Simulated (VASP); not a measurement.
# InSb in VASP: single point with PBE

Aim: the single point of InSb with PBE.

Everything below comes from runs of VASP 6.6.1. Logs are shortened: lines on timing, memory, paths and dates and some standing lists are left out, and cuts for length are marked.

## Step 1: The cell of the first run

The cell holds a slab with vacuum, 8 atoms: a = 4.692 Å, b = 4.692 Å, c = 26.611 Å, α = 90.00°, β = 90.00°, γ = 90.00°.

## Step 2: Single point, PBE

Input file INCAR:

```
SYSTEM = InSb
  PREC = Accurate
  ENCUT = 520
  EDIFF = 1E-6
  ISMEAR = 0
  SIGMA = 0.1
  LREAL = .False.
  LASPH = .True.
  NELM = 80
  ALGO = Fast
  ISIF = 2
  LWAVE = .False.
  LCHARG = .False.
  LDIPOL = .True.
  IDIPOL = 3
  DIPOL = 0.5 0.5 0.500
  GGA = PE
  NBANDS = 46
```

Input file KPOINTS:

```
Automatic mesh
0
Gamma
  8 8 3
  0 0 0
```

Input file POSCAR:

```
InSb
1.0
    4.6915474145      0.0000000000      0.0000000000
    0.0000000000      4.6915474145      0.0000000000
    0.0000000000      0.0000000000     26.6109874687
Sb In
4 4
Direct
    0.0000000000      0.5000000000      0.2818384702
    0.5000000000      0.0000000000      0.4065022015
    0.0000000000      0.5000000000      0.5311659328
    0.5000000000      0.0000000000      0.6558296641
    0.5000000000      0.5000000000      0.3441703359
    0.0000000000      0.0000000000      0.4688340672
    0.5000000000      0.5000000000      0.5934977985
    0.0000000000      0.0000000000      0.7181615298
```

Potentials or basis: VASP PAW PBE potentials, release 64 (Sb, In_d).

Launch:

```
$ cat potpaw_PBE.64/Sb/POTCAR potpaw_PBE.64/In_d/POTCAR > POTCAR
$ mpirun -np 1 vasp_std > vasp.out
```

OUTCAR:

```text
SYSTEM = InSb
   PREC = Accurate
   ENCUT = 520
   EDIFF = 1E-6
   ISMEAR = 0
   LREAL = .False.
   LASPH = .True.
   NELM = 80
   ISIF = 2
   GGA = PE

 ion  position               nearest neighbor table
   1  0.000  0.500  0.282-   5 2.87   5 2.87
   2  0.500  0.000  0.407-   5 2.87   5 2.87   6 2.87   6 2.87
   3  0.000  0.500  0.531-   6 2.87   6 2.87   7 2.87   7 2.87
   4  0.500  0.000  0.656-   7 2.87   7 2.87   8 2.87   8 2.87
   5  0.500  0.500  0.344-   2 2.87   2 2.87   1 2.87   1 2.87
   6  0.000  0.000  0.469-   3 2.87   3 2.87   2 2.87   2 2.87
   7  0.500  0.500  0.593-   4 2.87   4 2.87   3 2.87   3 2.87
   8  0.000  0.000  0.718-   4 2.87   4 2.87

  LATTYP: Found a simple tetragonal cell.
 ALAT       =     4.6915474145
 C/A-ratio  =     5.6721130829

  Lattice vectors:

 A1 = (   4.6915474145,   0.0000000000,   0.0000000000)
 A2 = (   0.0000000000,   4.6915474145,   0.0000000000)
 A3 = (   0.0000000000,   0.0000000000,  26.6109874687)

Analysis of symmetry for initial positions (statically):
=====================================================================
 Subroutine PRICEL returns:
 Original cell was already a primitive cell.

 Routine SETGRP: Setting up the symmetry group for a
 simple tetragonal supercell.

 Subroutine GETGRP returns: Found  4 space group operations
 (whereof  4 operations were pure point group operations)
 out of a pool of 16 trial point group operations.

The static configuration has the point symmetry C_2v.

Analysis of symmetry for dynamics (positions and initial velocities):
=====================================================================
 Subroutine PRICEL returns:
 Original cell was already a primitive cell.

 Routine SETGRP: Setting up the symmetry group for a
 simple tetragonal supercell.

 Subroutine GETGRP returns: Found  4 space group operations
 (whereof  4 operations were pure point group operations)
 out of a pool of 16 trial point group operations.

The dynamic configuration has the point symmetry C_2v.

 Subroutine INISYM returns: Found  4 space group operations
 (whereof  4 operations are pure point group operations),
 and found     1 'primitive' translations

----------------------------------------------------------------------------------------

                                     Primitive cell

  volume of cell :     585.7243

  direct lattice vectors                    reciprocal lattice vectors
     4.691547414  0.000000000  0.000000000     0.213149290  0.000000000  0.000000000
     0.000000000  4.691547414  0.000000000     0.000000000  0.213149290  0.000000000
     0.000000000  0.000000000 26.610987469     0.000000000  0.000000000  0.037578463

  length of vectors
     4.691547414  4.691547414 26.610987469     0.213149290  0.213149290  0.037578463

  position of ions in fractional coordinates (direct lattice)
     0.000000000  0.500000000  0.281838470
     0.500000000  0.000000000  0.406502201
     0.000000000  0.500000000  0.531165933
     0.500000000  0.000000000  0.655829664
     0.500000000  0.500000000  0.344170336
     0.000000000  0.000000000  0.468834067
     0.500000000  0.500000000  0.593497799
     0.000000000  0.000000000  0.718161530

  ion indices of the primitive-cell ions
   primitive index   ion index
                 1           1
                 2           2
                 3           3
                 4           4
                 5           5
                 6           6
                 7           7
                 8           8

----------------------------------------------------------------------------------------

 KPOINTS: Automatic mesh

Automatic generation of k-mesh.
 Grid dimensions read from file:
 generate k-points for:    8    8    3

 Generating k-lattice:

  Cartesian coordinates                     Fractional coordinates (reciprocal lattice)
     0.026643661  0.000000000  0.000000000     0.125000000  0.000000000  0.000000000
     0.000000000  0.026643661  0.000000000     0.000000000  0.125000000  0.000000000
     0.000000000  0.000000000  0.012526154     0.000000000  0.000000000  0.333333333

  Length of vectors
     0.026643661  0.026643661  0.012526154

  Shift w.r.t. Gamma in fractional coordinates (k-lattice)
     0.000000000  0.000000000  0.000000000

 Subroutine IBZKPT returns following result:
 ===========================================

 Found     50 irreducible k-points:

 Following reciprocal coordinates:
            Coordinates               Weight
  0.000000  0.000000  0.000000      1.000000
  0.125000  0.000000  0.000000      2.000000
  0.000000  0.125000  0.000000      2.000000
  0.250000  0.000000  0.000000      2.000000
  0.000000  0.250000  0.000000      2.000000
  0.375000  0.000000  0.000000      2.000000
[... 16 lines left out ...]
  0.500000  0.375000  0.000000      2.000000
 -0.375000  0.500000  0.000000      2.000000
 [... further k-points ...]
   k-points           NKPTS =     50   k-points in BZ     NKDIM =     50   number of bands    NBANDS=     46
   number of dos      NEDOS =    301   number of ions     NIONS =      8
   total plane-waves  NPLWV = 259200
   dimension x,y,z NGX =    36 NGY =   36 NGZ =  200
   dimension x,y,z NGXF=    72 NGYF=   72 NGZF=  400
   ions per type =               4   4
   NGX,Y,Z   is equivalent  to a cutoff of  12.76, 12.76, 12.49 a.u.
   NGXF,Y,Z  is equivalent  to a cutoff of  25.51, 25.51, 24.99 a.u.
 SYSTEM =  InSb
   PREC   = accura    normal or accurate (medium, high low for compatibility)
   ISTART =      0    job   : 0-new  1-cont  2-samecut
   ICHARG =      2    charge: 1-file 2-atom 10-const
   ISPIN  =      1    spin polarized calculation?
   LNONCOLLINEAR =      F non collinear calculations
   LSORBIT =      F    spin-orbit coupling
   LASPH  =      T    aspherical Exc in radial PAW
   ENCUT  =  520.0 eV  38.22 Ry    6.18 a.u.   8.72  8.72 49.48*2*pi/ulx,y,z
   NELM   =     80;   NELMIN=  2; NELMDL= -5     # of ELM steps
   EDIFF  = 0.1E-05   stopping-criterion for ELM
   LREAL  =      F    real-space projection
   EDIFFG = 0.1E-04   stopping-criterion for IOM
   NSW    =      0    number of steps for IOM
   IBRION =     -1    ionic relax: 0-MD 1-quasi-New 2-CG
   NFREE  =      0    steps in history (QN), initial steepest desc. (CG)
   ISIF   =      2    stress and relaxation
   ISYM   =      2    0-nonsym 1-usesym 2-fastsym
   POTIM  = 0.5000    time-step for ionic-motion
   TEBEG  =    0.0;   TEEND  =   0.0 temperature during run
   PSTRESS=    0.0 pullay stress
   NELECT =      72.0000    total number of electrons
   NUPDOWN=      -1.0000    fix difference up-down
   EMIN   =  10.00;   EMAX   =-10.00  energy-range for DOS
   EFERMI =   0.00;   METHOD = LEGACY
   ISMEAR =     0;   SIGMA  =   0.10  broadening in eV -4-tet -1-fermi 0-gaus
   EFERMI_NEDOS =   21; number of points for ismear=-14 and -15
   IALGO  =     68    algorithm
   IMIX   =      4    mixing-type and parameters
     AMIX     =   0.40;   BMIX     =  1.00
     AMIX_MAG =   1.60;   BMIX_MAG =  1.00
  volume/ion in A,a.u.               =      73.22       494.08
  Fermi-wavevector in a.u.,A,eV,Ry     =   0.813994  1.538226  9.015035  0.662586
  Thomas-Fermi vector in A             =   1.923820
   LORBIT       =      0    0 simple, 1 ext, 2 COOP (PROOUT), +10 PAW based schemes
   GGA     = PE    functional components
   LHFCALC =     F    Hartree Fock is set to
   AEXX    =    0.0000 exact exchange contribution
   IVDW    =     0    specifies the selected vdW correction
   LEPSILON=     F    determine dielectric tensor
   LRPA    =     F    only Hartree local field effects (RPA)
 non-spin polarized calculation
 RMM-DIIS sequential band-by-band and
 Gauss-broadening in eV      SIGMA  =   0.10
  energy-cutoff  :      520.00
  volume of cell :      585.72
 maximum number of plane-waves:     15831
   NGX = 17   NGY = 17   NGZ = 99

 dipolmoment           0.000000      0.000000      0.057314 electrons x Angstroem

 number of electron      71.9999980 magnetization

 dipolmoment           0.000000      0.000000     -0.123842 electrons x Angstroem

 Free energy of the ion-electron system (eV)
  ---------------------------------------------------
  ext. energy  EPLUGINS =         0.00000000
  ---------------------------------------------------
  free energy    TOTEN  =       -25.27929435 eV

  energy without entropy =      -25.24553396  energy(sigma->0) =      -25.26241415

 E-fermi :  -0.2036     XC(G=0):  -4.7947

 val. band max:       -0.2136602718   @ k =   0.0000   0.0000   0.0000
 cond. band min:      -0.2030804685   @ k =   0.2500   0.1250   0.3333
 fundamental gap:      0.0105798032
 Fermi energy:        -0.2035792348

 k-point     1 :       0.0000    0.0000    0.0000
  band No.  band energies     occupation
      1     -14.7858      2.00000
      2     -14.7472      2.00000
      3     -14.7365      2.00000
      4     -14.7189      2.00000
      5     -14.6993      2.00000
      6     -14.6744      2.00000
[... 38 lines left out ...]
     45       2.6163      0.00000
     46       3.1871      0.00000

 k-point     2 :       0.1250    0.0000    0.0000
  band No.  band energies     occupation
      1     -14.7834      2.00000
      2     -14.7470      2.00000
      3     -14.7402      2.00000
      4     -14.7165      2.00000
      5     -14.6981      2.00000
      6     -14.6753      2.00000
[... 38 lines left out ...]
     45       3.0053      0.00000
     46       3.1853      0.00000

 k-point     3 :       0.0000    0.1250    0.0000
  band No.  band energies     occupation
      1     -14.7846      2.00000
      2     -14.7500      2.00000
      3     -14.7363      2.00000
      4     -14.7160      2.00000
      5     -14.6988      2.00000
      6     -14.6753      2.00000
[... 1018 lines left out ...]
     45       4.0756      0.00000
     46       4.2942      0.00000

 k-point    24 :      -0.3750    0.5000    0.0000
  band No.  band energies     occupation
      1     -14.7870      2.00000
      2     -14.7719      2.00000
      3     -14.7204      2.00000
      4     -14.6950      2.00000
      5     -14.6914      2.00000
      6     -14.6834      2.00000
[... 38 lines left out ...]
     45       3.7143      0.00000
     46       3.9913      0.00000

 [... further k-points ...]

------------------------ aborting loop because EDIFF is reached ----------------------------------------

 vacuum level on the upper side and lower side of the slab       (xc-potential included)        -0.712         0.276

  FORCE on cell =-STRESS in cart. coord.  units (eV):
  Direction    XX          YY          ZZ          XY          YZ          ZX
  --------------------------------------------------------------------------------------
  -------------------------------------------------------------------------------------
  Total       -0.0388009     -0.7312592      0.9376794      0.0000000      0.0000000      0.0000000
  in kB       -0.1061351     -2.0002703      2.5649077      0.0000000      0.0000000      0.0000000
  external PRESSURE =       0.1528341 kB  Pullay stress =       0.0000000 kB

 VOLUME and BASIS-vectors are now :
 -----------------------------------------------------------------------------
  energy-cutoff  :      520.00
  volume of cell :      585.72
      direct lattice vectors                 reciprocal lattice vectors
     4.691547414  0.000000000  0.000000000     0.213149290  0.000000000  0.000000000
     0.000000000  4.691547414  0.000000000     0.000000000  0.213149290  0.000000000
     0.000000000  0.000000000 26.610987469     0.000000000  0.000000000  0.037578463

 POSITION                                       TOTAL-FORCE (eV/Angst)
 -----------------------------------------------------------------------------------
      0.00000      2.34577      7.50000         0.000000      0.000000      0.110588
      2.34577      0.00000     10.81742         0.000000      0.000000      0.231402
      0.00000      2.34577     14.13485         0.000000      0.000000      0.115470
      2.34577      0.00000     17.45227         0.000000      0.000000     -0.360349
      2.34577      2.34577      9.15871         0.000000      0.000000     -0.266476
      0.00000      0.00000     12.47614         0.000000      0.000000     -0.153181
      2.34577      2.34577     15.79356         0.000000      0.000000     -0.146462
      0.00000      0.00000     19.11099         0.000000      0.000000      0.469007
 -----------------------------------------------------------------------------------
    total drift:                                0.000000      0.000000     -0.001171

  FREE ENERGIE OF THE ION-ELECTRON SYSTEM (eV)
  ---------------------------------------------------
  free  energy   TOTEN  =       -25.2792943460 eV

  energy  without entropy=      -25.2455339583  energy(sigma->0) =      -25.26241415

 vacuum level on the upper side and lower side of the slab         3.810         4.820
```

Run time: 83 min. Hardware: 1 thread of Oxide Virtual Turin-like, shared host; peak memory 1.2 GiB.

Results:

```yaml
Free_energy: -25.2793 eV
Largest_force: 0.469 eV/Å
Band_gap_on_the_k_mesh: zero (bands 36 and 37 overlap by 0.63 eV)
```

Forces in eV/Å, atoms in the order of the input:
```
Sb   0.000  0.000  0.111
Sb   0.000  0.000  0.231
Sb   0.000  0.000  0.115
Sb   0.000  0.000 -0.360
In   0.000  0.000 -0.266
In   0.000  0.000 -0.153
In   0.000  0.000 -0.146
In   0.000  0.000  0.469
```

Caveat: spin-orbit coupling is left out, which moves the levels of the heavy elements.
